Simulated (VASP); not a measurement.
A run of VASP 6.6.1:

Contents of INCAR:

```
SYSTEM = Rh
  AGGAC = 1.0
  AGGAX = 1.0
  ALDAC = 0.0
  ALDAX = 1.0
  ALGO = Normal
  EDIFF = 1E-7
  EDIFFG = -0.01
  ENCUT = 600
  GGA = B5
  IBRION = 2
  ISIF = 3
  ISMEAR = -1
  LASPH = .TRUE.
  LCHARG = .FALSE.
  LREAL = .FALSE.
  LWAVE = .FALSE.
  NELM = 100
  NSW = 80
  PREC = Accurate
  SIGMA = 0.1
```

KPOINTS

```
k-points
0
G
  14 14 14
  0 0 0
```

POSCAR

```
Rh
1.0
    0.0000000000      1.9015500000      1.9015500000
    1.9015500000      0.0000000000      1.9015500000
    1.9015500000      1.9015500000      0.0000000000
Rh
1
Direct
    0.0000000000      0.0000000000      0.0000000000
```

Potentials or basis: VASP PAW PBE potentials, release 64 (Rh_pv).

Command:

```bash
$ cat potpaw_PBE.64/Rh_pv/POTCAR > POTCAR
$ mpirun -np 1 vasp_std > vasp.out
```

Hardware: 1 thread of Intel(R) Xeon(R) 6975P-C (Granite Rapids) (shared host).

Q: How long does it take, and how much memory?

A: Wall time 80 s on 1 thread of Intel(R) Xeon(R) 6975P-C (Granite Rapids), on a shared host, peak memory 0.16 GiB. Counts: scf iterations 78, k points 104, ion steps 16.
